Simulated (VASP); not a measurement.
Here is a VASP 6.6.1 calculation.

The input INCAR:

```
ALGO = Normal
EDIFF = 1E-6
ENCUT = 1340
GGA = PE
GGA_COMPAT = F
ISIF = 2
ISMEAR = 0
IVDW = 13
LASPH = T
LCHARG = T
LELF = T
LREAL = F
LVHAR = T
LWAVE = F
NBANDS = 26
NELM = 120
PREC = Accurate
SIGMA = 0.01
```

KPOINTS

```
k-points
0
Gamma
  6 6 4
```

POSCAR

```
ZnO
1.0
    3.2353522072      0.0000000000      0.0000000000
   -1.6176761036      2.8018972017      0.0000000000
    0.0000000000      0.0000000000      5.2109131099
Zn O
2 2
Direct
    0.3333333333      0.6666666667      0.4996551081
    0.6666666667      0.3333333333     -0.0003448919
    0.6666666667      0.3333333333      0.3793548919
    0.3333333333      0.6666666667      0.8793548919
```

Potentials or basis: VASP PAW PBE potentials, release 64 (Zn, O_h).

Command:

```console
$ cat potpaw_PBE.64/Zn/POTCAR potpaw_PBE.64/O_h/POTCAR > POTCAR
$ mpirun -np 1 vasp_std > vasp.out
```

**Question.** What does it give for the band gap on the k mesh?

**Answer.** 0.79 eV.

**Question.** What does it give for the dispersion energy per atom?

**Answer.** -0.241 eV.

**Question.** What does it give for the largest force?

**Answer.** 0.006 eV/Å.

Forces on the atoms (eV/Å):
```
Zn   0.000  0.000  0.006
Zn   0.000  0.000  0.006
O    0.000  0.000 -0.006
O    0.000  0.000 -0.006
```

Caveat: semilocal functionals underestimate gaps, and a narrow one can read as zero.
